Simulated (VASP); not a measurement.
# PbO3 (ReO3 type) (Pm-3m) in VASP: further runs

The runs below take PbO3 (ReO3 type) through single point, with PBE.

Everything below comes from runs of VASP 6.6.1. Logs are shortened: lines on timing, memory, paths and dates and some standing lists are left out, and cuts for length are marked.

## (1) The cell of the first run

It takes space group Pm-3m (No. 221, cubic). Conventional cell: a = 4.267 Å, b = 4.267 Å, c = 4.267 Å, α = 90.00°, β = 90.00°, γ = 90.00°. Pb (site symmetry m-3m) has 6 O at 2.13 Å within 2.8 Å. Within 2.8 Å of O (site symmetry 4/mmm) lie 2 Pb at 2.13 Å.

## (2) Single point, PBE

File INCAR:

```
SYSTEM = PbO3
ALGO = Normal
EDIFF = 1E-6
ENCUT = 520
GGA = PE
ISIF = 2
ISMEAR = -1
LASPH = .True.
LCHARG = .False.
LREAL = .False.
LWAVE = .False.
NBANDS = 24
NELM = 60
PREC = Accurate
SIGMA = 0.06122561905347299
```

File KPOINTS:

```
k-points
0
Gamma
  9 9 9
  0 0 0
```

File POSCAR:

```
PbO3
1.0
    4.2673923870      0.0000000000      0.0000000000
    0.0000000000      4.2673923870      0.0000000000
    0.0000000000      0.0000000000      4.2673923870
Pb O
1 3
Direct
    0.0000000000      0.0000000000      0.0000000000
    0.5000000000      0.0000000000      0.0000000000
    0.0000000000      0.5000000000      0.0000000000
    0.0000000000      0.0000000000      0.5000000000
```

Potentials or basis: VASP PAW PBE potentials, release 64 (Pb_d, O).

Run with:

```
> cat potpaw_PBE.64/Pb_d/POTCAR potpaw_PBE.64/O/POTCAR > POTCAR
> mpirun -np 1 vasp_std > vasp.out
```

OUTCAR:

```text
SYSTEM = PbO3
   EDIFF = 1E-6
   ENCUT = 520
   GGA = PE
   ISIF = 2
   ISMEAR = -1
   LASPH = .True.
   LREAL = .False.
   NELM = 60
   PREC = Accurate

 ion  position               nearest neighbor table
   1  0.000  0.000  0.000-   2 2.13   3 2.13   4 2.13   4 2.13   3 2.13   2 2.13
   2  0.500  0.000  0.000-   1 2.13   1 2.13
   3  0.000  0.500  0.000-   1 2.13   1 2.13
   4  0.000  0.000  0.500-   1 2.13   1 2.13

  LATTYP: Found a simple cubic cell.
 ALAT       =     4.2673923870

  Lattice vectors:

 A1 = (   4.2673923870,   0.0000000000,   0.0000000000)
 A2 = (   0.0000000000,   4.2673923870,   0.0000000000)
 A3 = (   0.0000000000,   0.0000000000,   4.2673923870)

Analysis of symmetry for initial positions (statically):
=====================================================================
 Subroutine PRICEL returns:
 Original cell was already a primitive cell.

 Routine SETGRP: Setting up the symmetry group for a
 simple cubic supercell.

 Subroutine GETGRP returns: Found 48 space group operations
 (whereof 48 operations were pure point group operations)
 out of a pool of 48 trial point group operations.

The static configuration has the point symmetry O_h .

Analysis of symmetry for dynamics (positions and initial velocities):
=====================================================================
 Subroutine PRICEL returns:
 Original cell was already a primitive cell.

 Routine SETGRP: Setting up the symmetry group for a
 simple cubic supercell.

 Subroutine GETGRP returns: Found 48 space group operations
 (whereof 48 operations were pure point group operations)
 out of a pool of 48 trial point group operations.

The dynamic configuration has the point symmetry O_h .

 Subroutine INISYM returns: Found 48 space group operations
 (whereof 48 operations are pure point group operations),
 and found     1 'primitive' translations

----------------------------------------------------------------------------------------

                                     Primitive cell

  volume of cell :      77.7119

  direct lattice vectors                    reciprocal lattice vectors
     4.267392387  0.000000000  0.000000000     0.234335142  0.000000000  0.000000000
     0.000000000  4.267392387  0.000000000     0.000000000  0.234335142  0.000000000
     0.000000000  0.000000000  4.267392387     0.000000000  0.000000000  0.234335142

  length of vectors
     4.267392387  4.267392387  4.267392387     0.234335142  0.234335142  0.234335142

  position of ions in fractional coordinates (direct lattice)
     0.000000000  0.000000000  0.000000000
     0.500000000  0.000000000  0.000000000
     0.000000000  0.500000000  0.000000000
     0.000000000  0.000000000  0.500000000

  ion indices of the primitive-cell ions
   primitive index   ion index
                 1           1
                 2           2
                 3           3
                 4           4

----------------------------------------------------------------------------------------

 KPOINTS: k-points

Automatic generation of k-mesh.
 Grid dimensions read from file:
 generate k-points for:    9    9    9

 Generating k-lattice:

  Cartesian coordinates                     Fractional coordinates (reciprocal lattice)
     0.026037238  0.000000000  0.000000000     0.111111111  0.000000000  0.000000000
     0.000000000  0.026037238  0.000000000     0.000000000  0.111111111  0.000000000
     0.000000000  0.000000000  0.026037238     0.000000000  0.000000000  0.111111111

  Length of vectors
     0.026037238  0.026037238  0.026037238

  Shift w.r.t. Gamma in fractional coordinates (k-lattice)
     0.000000000  0.000000000  0.000000000

 Subroutine IBZKPT returns following result:
 ===========================================

 Found     35 irreducible k-points:

 Following reciprocal coordinates:
            Coordinates               Weight
  0.000000  0.000000  0.000000      1.000000
  0.111111  0.000000  0.000000      6.000000
  0.222222  0.000000  0.000000      6.000000
  0.333333  0.000000  0.000000      6.000000
  0.444444  0.000000  0.000000      6.000000
  0.111111  0.111111  0.000000     12.000000
[... 16 lines left out ...]
  0.333333  0.333333  0.111111     24.000000
  0.444444  0.333333  0.111111     48.000000
 [... further k-points ...]
   k-points           NKPTS =     35   k-points in BZ     NKDIM =     35   number of bands    NBANDS=     24
   number of dos      NEDOS =    301   number of ions     NIONS =      4
   total plane-waves  NPLWV =  32768
   dimension x,y,z NGX =    32 NGY =   32 NGZ =   32
   dimension x,y,z NGXF=    64 NGYF=   64 NGZF=   64
   ions per type =               1   3
   NGX,Y,Z   is equivalent  to a cutoff of  12.47, 12.47, 12.47 a.u.
   NGXF,Y,Z  is equivalent  to a cutoff of  24.93, 24.93, 24.93 a.u.
 SYSTEM =  PbO3
   PREC   = accura    normal or accurate (medium, high low for compatibility)
   ISTART =      0    job   : 0-new  1-cont  2-samecut
   ICHARG =      2    charge: 1-file 2-atom 10-const
   ISPIN  =      1    spin polarized calculation?
   LNONCOLLINEAR =      F non collinear calculations
   LSORBIT =      F    spin-orbit coupling
   LASPH  =      T    aspherical Exc in radial PAW
   ENCUT  =  520.0 eV  38.22 Ry    6.18 a.u.   7.93  7.93  7.93*2*pi/ulx,y,z
   NELM   =     60;   NELMIN=  2; NELMDL= -5     # of ELM steps
   EDIFF  = 0.1E-05   stopping-criterion for ELM
   LREAL  =      F    real-space projection
   EDIFFG = 0.1E-04   stopping-criterion for IOM
   NSW    =      0    number of steps for IOM
   IBRION =     -1    ionic relax: 0-MD 1-quasi-New 2-CG
   NFREE  =      0    steps in history (QN), initial steepest desc. (CG)
   ISIF   =      2    stress and relaxation
   ISYM   =      2    0-nonsym 1-usesym 2-fastsym
   POTIM  = 0.5000    time-step for ionic-motion
   TEBEG  =    0.0;   TEEND  =   0.0 temperature during run
   PSTRESS=    0.0 pullay stress
   NELECT =      32.0000    total number of electrons
   NUPDOWN=      -1.0000    fix difference up-down
   EMIN   =  10.00;   EMAX   =-10.00  energy-range for DOS
   EFERMI =   0.00;   METHOD = LEGACY
   ISMEAR =    -1;   SIGMA  =   0.06  broadening in eV -4-tet -1-fermi 0-gaus
   EFERMI_NEDOS =   21; number of points for ismear=-14 and -15
   IALGO  =     38    algorithm
   IMIX   =      4    mixing-type and parameters
     AMIX     =   0.40;   BMIX     =  1.00
     AMIX_MAG =   1.60;   BMIX_MAG =  1.00
  volume/ion in A,a.u.               =      19.43       131.11
  Fermi-wavevector in a.u.,A,eV,Ry     =   1.217948  2.301589 20.182861  1.483398
  Thomas-Fermi vector in A             =   2.353252
   LORBIT       =      0    0 simple, 1 ext, 2 COOP (PROOUT), +10 PAW based schemes
   GGA     = PE    functional components
   LHFCALC =     F    Hartree Fock is set to
   AEXX    =    0.0000 exact exchange contribution
   IVDW    =     0    specifies the selected vdW correction
   LEPSILON=     F    determine dielectric tensor
   LRPA    =     F    only Hartree local field effects (RPA)
 non-spin polarized calculation
  energy-cutoff  :      520.00
  volume of cell :       77.71
 maximum number of plane-waves:      2108
 NGX is ok and might be reduce to    32
   NGX = 15   NGY = 15   NGZ = 15

 number of electron      31.9999992 magnetization

 Free energy of the ion-electron system (eV)
  ---------------------------------------------------
  ext. energy  EPLUGINS =         0.00000000
  ---------------------------------------------------
  free energy    TOTEN  =       -17.06860169 eV

  energy without entropy =      -16.97367616  energy(sigma->0) =      -17.02113893

 E-fermi :  -0.9079     XC(G=0):  -8.2072

 val. band max:       -0.9122765366   @ k =   0.3333   0.2222   0.0000
 cond. band min:      -0.9073311724   @ k =   0.3333   0.2222   0.1111
 fundamental gap:      0.0049453642
 Fermi energy:        -0.9078754760

 k-point     1 :       0.0000    0.0000    0.0000
  band No.  band energies     occupation
      1     -18.3490      2.00000
      2     -18.3490      2.00000
      3     -18.1207      2.00000
      4     -15.5139      2.00000
      5     -15.5139      2.00000
      6     -15.5139      2.00000
[... 16 lines left out ...]
     23      12.8070      0.00000
     24      12.8070      0.00000

 k-point     2 :       0.1111    0.0000    0.0000
  band No.  band energies     occupation
      1     -18.3483      2.00000
      2     -18.3009      2.00000
      3     -18.0730      2.00000
      4     -15.5180      2.00000
      5     -15.5180      2.00000
      6     -15.5138      2.00000
[... 16 lines left out ...]
     23      12.9377      0.00000
     24      13.1221      0.00000

 k-point     3 :       0.2222    0.0000    0.0000
  band No.  band energies     occupation
      1     -18.3469      2.00000
      2     -18.2432      2.00000
      3     -17.8543      2.00000
      4     -15.5283      2.00000
      5     -15.5283      2.00000
      6     -15.5136      2.00000
[... 16 lines left out ...]
     23      13.2150      0.00000
     24      13.2927      0.00000

 k-point     4 :       0.3333    0.0000    0.0000
  band No.  band energies     occupation
      1     -18.3454      2.00000
      2     -18.2222      2.00000
      3     -17.4590      2.00000
      4     -15.5399      2.00000
      5     -15.5399      2.00000
      6     -15.5133      2.00000
[... 16 lines left out ...]
     23      12.4824      0.00000
     24      13.7520      0.00000

 k-point     5 :       0.4444    0.0000    0.0000
  band No.  band energies     occupation
      1     -18.3444      2.00000
      2     -18.2152      2.00000
      3     -17.0532      2.00000
      4     -15.5475      2.00000
      5     -15.5475      2.00000
      6     -15.5131      2.00000
[... 451 lines left out ...]
 k-point    22 :       0.4444    0.2222    0.1111
  band No.  band energies     occupation
      1     -18.2058      2.00000
      2     -17.8941      2.00000
      3     -17.0463      2.00000
      4     -15.5629      2.00000
      5     -15.5515      2.00000
      6     -15.5317      2.00000
[... 16 lines left out ...]
     23      11.7798      0.00000
     24      12.9400      0.00000

 k-point    23 :       0.3333    0.3333    0.1111
  band No.  band energies     occupation
      1     -18.1976      2.00000
      2     -17.5842      2.00000
      3     -17.3642      2.00000
      4     -15.5675      2.00000
      5     -15.5436      2.00000
      6     -15.5435      2.00000
[... 16 lines left out ...]
     23      12.1359      0.00000
     24      12.9175      0.00000

 k-point    24 :       0.4444    0.3333    0.1111
  band No.  band energies     occupation
      1     -18.1941      2.00000
      2     -17.4930      2.00000
      3     -17.0412      2.00000
      4     -15.5818      2.00000
      5     -15.5754      2.00000
      6     -15.5511      2.00000
[... 16 lines left out ...]
     23      12.1817      0.00000
     24      12.8030      0.00000

 [... further k-points ...]

------------------------ aborting loop because EDIFF is reached ----------------------------------------

  FORCE on cell =-STRESS in cart. coord.  units (eV):
  Direction    XX          YY          ZZ          XY          YZ          ZX
  --------------------------------------------------------------------------------------
  -------------------------------------------------------------------------------------
  Total        0.6065527      0.6065527      0.6065527     -0.0000000     -0.0000000     -0.0000000
  in kB       12.5052223     12.5052223     12.5052223     -0.0000000     -0.0000000     -0.0000000
  external PRESSURE =      12.5052223 kB  Pullay stress =       0.0000000 kB

 VOLUME and BASIS-vectors are now :
 -----------------------------------------------------------------------------
  energy-cutoff  :      520.00
  volume of cell :       77.71
      direct lattice vectors                 reciprocal lattice vectors
     4.267392387  0.000000000  0.000000000     0.234335142  0.000000000  0.000000000
     0.000000000  4.267392387  0.000000000     0.000000000  0.234335142  0.000000000
     0.000000000  0.000000000  4.267392387     0.000000000  0.000000000  0.234335142

 POSITION                                       TOTAL-FORCE (eV/Angst)
 -----------------------------------------------------------------------------------
      0.00000      0.00000      0.00000         0.000000      0.000000      0.000000
      2.13370      0.00000      0.00000         0.000000      0.000000      0.000000
      0.00000      2.13370      0.00000         0.000000      0.000000      0.000000
      0.00000      0.00000      2.13370         0.000000      0.000000      0.000000
 -----------------------------------------------------------------------------------
    total drift:                                0.000000      0.000000     -0.000000

  FREE ENERGIE OF THE ION-ELECTRON SYSTEM (eV)
  ---------------------------------------------------
  free  energy   TOTEN  =       -17.0686016885 eV

  energy  without entropy=      -16.9736761628  energy(sigma->0) =      -17.02113893
```

It took 61 s on 1 thread of Intel Xeon 8259CL, shared host; peak memory 0.21 GiB.

Results:

| Item | Value |
| --- | --- |
| Free energy | -17.0686 eV |
| Pressure | 1.3 GPa |
| Band gap on the k mesh | zero (bands 16 and 17 overlap by 0.68 eV) |

Levels at points of the mesh, in eV from the Fermi level:
| k point | band 13 | band 14 | band 15 | band 16 | band 17 | band 18 | band 19 | band 20 |
| --- | --- | --- | --- | --- | --- | --- | --- | --- |
| (0.00, 0.00, 0.00) | -0.43 | -0.43 | -0.43 | -0.32 | -0.32 | -0.32 | 7.84 | 12.73 |

Caveat: semilocal functionals underestimate gaps, and a narrow one can read as zero; spin-orbit coupling is left out, which moves the levels of the heavy elements.

## (3) Single point, PBE

File INCAR:

```
  ALGO = Normal
  EDIFF = 1E-6
  ENCUT = 520
  GGA = PE
  ISIF = 2
  ISMEAR = -1
  LASPH = True
  LCHARG = True
  LELF = True
  LREAL = False
  LVHAR = True
  LWAVE = False
  NBANDS = 24
  NELM = 100
  PREC = Accurate
  SIGMA = 0.06122561905347299
```

File KPOINTS:

```
k-points
0
Gamma
  9 9 9
```

POSCAR is that of step 2.

Potentials or basis: VASP PAW PBE potentials, release 64 (Pb_d, O).

Run with:

```
> cat potpaw_PBE.64/Pb_d/POTCAR potpaw_PBE.64/O/POTCAR > POTCAR
> mpirun -np 1 vasp_std > vasp.out
```

OUTCAR:

```text
EDIFF = 1E-6
   ENCUT = 520
   GGA = PE
   ISIF = 2
   ISMEAR = -1
   LASPH = True
   LREAL = False
   NELM = 100
   PREC = Accurate

 ion  position               nearest neighbor table
   1  0.000  0.000  0.000-   2 2.13   3 2.13   4 2.13   4 2.13   3 2.13   2 2.13
   2  0.500  0.000  0.000-   1 2.13   1 2.13
   3  0.000  0.500  0.000-   1 2.13   1 2.13
   4  0.000  0.000  0.500-   1 2.13   1 2.13

  LATTYP: Found a simple cubic cell.
 ALAT       =     4.2673923870

  Lattice vectors:

 A1 = (   4.2673923870,   0.0000000000,   0.0000000000)
 A2 = (   0.0000000000,   4.2673923870,   0.0000000000)
 A3 = (   0.0000000000,   0.0000000000,   4.2673923870)

Analysis of symmetry for initial positions (statically):
=====================================================================
 Subroutine PRICEL returns:
 Original cell was already a primitive cell.

 Routine SETGRP: Setting up the symmetry group for a
 simple cubic supercell.

 Subroutine GETGRP returns: Found 48 space group operations
 (whereof 48 operations were pure point group operations)
[... 165 lines left out ...]

  energy without entropy =      -16.97367616  energy(sigma->0) =      -17.02113893

 E-fermi :  -0.9079     XC(G=0):  -8.2072

 val. band max:       -0.9122765366   @ k =   0.3333   0.2222   0.0000
 cond. band min:      -0.9073311724   @ k =   0.3333   0.2222   0.1111
 fundamental gap:      0.0049453642
 Fermi energy:        -0.9078754760

 k-point     1 :       0.0000    0.0000    0.0000
  band No.  band energies     occupation
      1     -18.3490      2.00000
      2     -18.3490      2.00000
      3     -18.1207      2.00000
      4     -15.5139      2.00000
      5     -15.5139      2.00000
      6     -15.5139      2.00000
[... 637 lines left out ...]
     23      12.1817      0.00000
     24      12.8030      0.00000

 [... further k-points ...]

------------------------ aborting loop because EDIFF is reached ----------------------------------------

  FORCE on cell =-STRESS in cart. coord.  units (eV):
  Direction    XX          YY          ZZ          XY          YZ          ZX
  --------------------------------------------------------------------------------------
  -------------------------------------------------------------------------------------
  Total        0.6065527      0.6065527      0.6065527     -0.0000000     -0.0000000     -0.0000000
  in kB       12.5052223     12.5052223     12.5052223     -0.0000000     -0.0000000     -0.0000000
  external PRESSURE =      12.5052223 kB  Pullay stress =       0.0000000 kB

 VOLUME and BASIS-vectors are now :
 -----------------------------------------------------------------------------
  energy-cutoff  :      520.00
  volume of cell :       77.71
      direct lattice vectors                 reciprocal lattice vectors
     4.267392387  0.000000000  0.000000000     0.234335142  0.000000000  0.000000000
     0.000000000  4.267392387  0.000000000     0.000000000  0.234335142  0.000000000
     0.000000000  0.000000000  4.267392387     0.000000000  0.000000000  0.234335142

 POSITION                                       TOTAL-FORCE (eV/Angst)
 -----------------------------------------------------------------------------------
      0.00000      0.00000      0.00000         0.000000      0.000000      0.000000
      2.13370      0.00000      0.00000         0.000000      0.000000      0.000000
      0.00000      2.13370      0.00000         0.000000      0.000000      0.000000
      0.00000      0.00000      2.13370         0.000000      0.000000      0.000000
 -----------------------------------------------------------------------------------
    total drift:                                0.000000      0.000000     -0.000000

  FREE ENERGIE OF THE ION-ELECTRON SYSTEM (eV)
  ---------------------------------------------------
  free  energy   TOTEN  =       -17.0686016885 eV

  energy  without entropy=      -16.9736761628  energy(sigma->0) =      -17.02113893
```

OSZICAR:

```text
N       E                     dE             d eps       ncg     rms          rms(c)
DAV:   1     0.332640995406E+03    0.33264E+03   -0.15678E+04  1688   0.139E+03
DAV:   2     0.132280691526E+02   -0.31941E+03   -0.29473E+03  1912   0.394E+02
DAV:   3    -0.181718043287E+02   -0.31400E+02   -0.30260E+02  2096   0.131E+02
DAV:   4    -0.191915121261E+02   -0.10197E+01   -0.10162E+01  1872   0.280E+01
DAV:   5    -0.192348320678E+02   -0.43320E-01   -0.43305E-01  2344   0.552E+00    0.842E+00
DAV:   6    -0.170520365197E+02    0.21828E+01   -0.55895E+00  2488   0.367E+01    0.248E+00
DAV:   7    -0.170733251362E+02   -0.21289E-01   -0.44091E-01  1784   0.555E+00    0.157E+00
DAV:   8    -0.170728403595E+02    0.48478E-03   -0.83720E-02  2112   0.363E+00    0.497E-01
DAV:   9    -0.170681009661E+02    0.47394E-02   -0.14538E-02  2416   0.208E+00    0.975E-02
DAV:  10    -0.170685830086E+02   -0.48204E-03   -0.18096E-03  1776   0.284E-01    0.615E-02
DAV:  11    -0.170686016518E+02   -0.18643E-04   -0.15605E-04  2336   0.142E-01    0.899E-03
DAV:  12    -0.170686016885E+02   -0.36643E-07   -0.95139E-06  1992   0.237E-02
   1 F= -.17068602E+02 E0= -.17021139E+02  d E =-.949255E-01
```

stdout:

```text
POSCAR found type information on POSCAR PbO
 POSCAR found :  2 types and       4 ions
 scaLAPACK will be used
 LDA part: xc-table for (Slater+PW92), standard interpolation
 POSCAR, INCAR and KPOINTS ok, starting setup
 FFT: planning ... GRIDC
 FFT: planning ... GRID_SOFT
 FFT: planning ... GRID
 WAVECAR not read
 entering main loop
```

Wall time 64 s (1 thread of Intel Xeon 8259CL, shared host); peak memory 0.21 GiB.

What came out:

| Property | Result |
| --- | --- |
| Free energy | -17.0686 eV |
| Pressure | 1.3 GPa |
| Band gap on the k mesh | zero (bands 16 and 17 overlap by 0.68 eV) |

Caveat: semilocal functionals underestimate gaps, and a narrow one can read as zero; spin-orbit coupling is left out, which moves the levels of the heavy elements.
